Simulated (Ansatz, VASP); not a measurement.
One calculation of Ag, two programs

```
Ag
1.0
     0.00000    2.05190    2.05190
     2.05190    0.00000    2.05190
     2.05190    2.05190    0.00000
Ag
1
Direct
  0.00000 0.00000 0.00000
```

Alike in both runs: task single point; functional r2SCAN; k mesh 13 × 13 × 13; occupations methfessel-paxton of order 1, width 0.1 eV; no spin polarisation.

|  | VASP | Ansatz |
| --- | --- | --- |
| version | VASP 6.6.1 | Ansatz 0.2.0 |
| potentials or method | VASP PAW PBE potentials, release 64 (Ag), cutoff 520 eV | plane waves (500 eV) with PAW, scalar-relativistic |
| valence electrons in the cell | 11 | 19 |

Ansatz gave:

```
pressure (GPa) : -0.2
```

Question: Which values does VASP return?

Answer: Pressure (GPa): -0.1.

VASP's potentials were made for PBE, not for r2SCAN. With one functional, cell and mesh, what is left measures potentials, basis and numerics. VASP's potentials hold 11 valence electrons a cell and Ansatz's 19, so a difference there can come from the potentials and not from the codes.
